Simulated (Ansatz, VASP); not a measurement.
**One calculation of As, two programs**

```
CELL_PARAMETERS angstrom
1.41430 -2.67859 0.00000
1.41430 2.67859 0.00000
0.00000 0.00000 2.68869
ATOMIC_POSITIONS crystal
As 0.50000 0.50000 0.00000
```

Alike in both runs: functional PBE; k mesh 8 × 8 × 6; occupations gaussian, width 0.1 eV; no spin polarisation.

Ansatz relaxed the structure, and its values are those at the end. VASP's run is a single point on that final structure, the one shown.

```csv
,VASP,Ansatz
version,VASP 6.6.1,Ansatz 0.2.0
potentials or method,"VASP PAW PBE potentials, release 64 (As), cutoff 520 eV","scalar-relativistic, plane waves, PAW"
valence electrons in the cell,5,15
```

|  | VASP | Ansatz | Ansatz less VASP |
| --- | --- | --- | --- |
| gap on the k mesh at the Fermi level (eV) | none | none | - |
| pressure (GPa) | 0.2 | 0.1 | -0.12 |

A gap of «none» marks a metal or a gap that the smearing closes. With one functional, cell and mesh, what is left measures potentials, basis and numerics. VASP's potentials hold 5 valence electrons a cell and Ansatz's 15, so a difference there can come from the potentials and not from the codes.

The k mesh is coarse, so the values compare programs but aren't converged.
